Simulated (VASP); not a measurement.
Gd:

```xyz
2
Lattice="3.4842 0.0000 0.0000 -1.7421 3.0174 0.0000 0.0000 0.0000 5.5867" Properties=species:S:1:pos:R:3 pbc="T T T"
Gd    0.0000    2.0116    1.3967
Gd    1.7421    1.0058    4.1900
```

Base run:

```yaml
Program: VASP 6.6.1
Functional: LDA
Potentials_or_basis: VASP PAW PBE potentials, release 64 (Gd)
Cutoff: 520 eV
k_mesh: 10 × 10 × 6
Occupations: fermi-dirac, width 0.05 eV
Spin: collinear spin, ferromagnetic start
Starting_moments: "[7.214, 7.214] μB"
```

Its results: pressure -0.1 GPa; net moment 14.64 μB per cell; site moments Gd +6.89 μB.

The run is repeated on the same cell with these changes: k mesh from 10 × 10 × 6 to 4 × 4 × 2. What comes out?

Pressure 0.6 GPa; net moment 15.05 μB per cell; site moments Gd +6.97 μB.

Caveats: some runs use coarse meshes; the PAW data sets were made with another functional, which shifts forces and pressure a little.
